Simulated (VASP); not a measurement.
# Br: single point with PBEsol

Br:

```
Br
1.0
    -1.24420    1.45341    2.69078
     1.24420   -1.45341    2.69078
     1.24420    1.45341   -2.69078
Br
1
Direct
  0.00000 0.00000 0.00000
```

```yaml
Program: VASP 6.6.1
Task: single point
Functional: PBEsol
Potentials_or_basis: VASP PAW PBE potentials, release 64 (Br)
Cutoff: 520 eV
k_mesh: 13 × 13 × 13
Occupations: fermi-dirac, width 0.05 eV
Spin: no spin polarisation
Dipole_correction: no
Further_INCAR_settings: ALGO = Normal; EDIFF = 1e-07; NBANDS = 10
```

```json
{"Pressure": "20.1 GPa"}
```

Stress tensor (GPa, compression positive):
```
20.24  0.00  0.00
 0.00 20.07  0.00
 0.00  0.00 20.04
```

Levels at points of the mesh, in eV from the Fermi level:
```
           k point  band 1  band 2  band 3  band 4  band 5  band 6  band 7
(0.00, 0.00, 0.00)  -18.35   -0.63    0.09    4.03    7.18   10.51   12.59
```

Wall time 47 s on 1 thread of Intel(R) Xeon(R) Platinum 8488C (Sapphire Rapids), with other jobs on the host, peak memory 0.2 GiB.

Caveat: the PAW data sets were made with another functional, which shifts forces and pressure a little; an odd number of electrons without spin polarisation forces a metal; a magnetic or distorted state may lie lower.
